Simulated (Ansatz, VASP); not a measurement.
## Si3N4: VASP beside Ansatz

INCAR

```
SYSTEM = Si3N4
ALGO = Normal
EDIFF = 1E-7
EDIFFG = -0.01
ENCUT = 600
GGA = PE
IBRION = 2
ISIF = 3
ISMEAR = 0
LASPH = .True.
LCHARG = .False.
LREAL = .False.
LWAVE = .False.
NELM = 100
NSW = 100
PREC = Accurate
SIGMA = 0.02
```

File KPOINTS:

```
k-points
0
Gamma
  6 6 8
  0 0 0
```

POSCAR

```
Si3N4
1.0
    7.6608613274      0.0000000000      0.0000000000
   -3.8304306637      6.6345005244      0.0000000000
    0.0000000000      0.0000000000      2.9261903646
Si N
6 8
Direct
    0.2309086322      0.8248389056      0.7500000000
    0.4060697266      0.2309086322      0.2500000000
    0.8248389056      0.5939302734      0.2500000000
    0.1751610944      0.4060697266      0.7500000000
    0.5939302734      0.7690913678      0.7500000000
    0.7690913678      0.1751610944      0.2500000000
    0.3333333333      0.6666666667      0.7500000000
    0.6666666667      0.3333333333      0.2500000000
    0.9690177898      0.6700313315      0.7500000000
    0.2989864582      0.9690177898      0.2500000000
    0.6700313315      0.7010135418      0.2500000000
    0.3299686685      0.2989864582      0.7500000000
    0.0309822102      0.3299686685      0.2500000000
    0.7010135418      0.0309822102      0.7500000000
```

Input for Ansatz:

```yaml
crystal:
  lattice:
    - [7.6608613274, 0.0, 0.0]
    - [-3.8304306637, 6.6345005244, 0.0]
    - [0.0, 0.0, 2.9261903646]
  atoms:
    - { symbol: Si, position: [0.2309086322, 0.8248389056, 0.75] }
    - { symbol: Si, position: [0.4060697266, 0.2309086322, 0.25] }
    - { symbol: Si, position: [0.8248389056, 0.5939302734, 0.25] }
    - { symbol: Si, position: [0.1751610944, 0.4060697266, 0.75] }
    - { symbol: Si, position: [0.5939302734, 0.7690913678, 0.75] }
    - { symbol: Si, position: [0.7690913678, 0.1751610944, 0.25] }
    - { symbol: "N", position: [0.3333333333, 0.6666666667, 0.75] }
    - { symbol: "N", position: [0.6666666667, 0.3333333333, 0.25] }
    - { symbol: "N", position: [0.9690177898, 0.6700313315, 0.75] }
    - { symbol: "N", position: [0.2989864582, 0.9690177898, 0.25] }
    - { symbol: "N", position: [0.6700313315, 0.7010135418, 0.25] }
    - { symbol: "N", position: [0.3299686685, 0.2989864582, 0.75] }
    - { symbol: "N", position: [0.0309822102, 0.3299686685, 0.25] }
    - { symbol: "N", position: [0.7010135418, 0.0309822102, 0.75] }
basis:
  ecutwfc: 420
kpoints:
  mp_grid: { grid: [6, 6, 8] }
hamiltonian:
  xc: pbe
scf:
  occupations: { method: gaussian, width: 0.02 }
output:
  forces: true
  stress: true
  eigenvalues: true
relax:
  adjacent_minimum: "off"
  f_tol: 0.01
  max_steps: 80
  cell: { stress_tol: 0.05 }
```

Alike in both runs: task relaxation of cell and atoms; functional PBE; k mesh 6 × 6 × 8; occupations gaussian, width 0.02 eV; no spin polarisation.

|  | VASP | Ansatz |
| --- | --- | --- |
| version | VASP 6.6.1 | Ansatz 0.2.0 |
| potentials or method | VASP PAW PBE potentials, release 64 (Si, N), cutoff 600 eV | scalar-relativistic, plane waves, PAW |
| valence electrons in the cell | 64 | 64 |

```tsv
	VASP	Ansatz	Ansatz less VASP
gap on the k mesh at the Fermi level, each at its own relaxed structure (eV)	4.27	4.27	+0.006
relaxed volume (Å³/atom)	10.62	10.63	+0.016
relaxed cell length with the largest relative difference (Å)	7.660	7.664	+0.0040
```
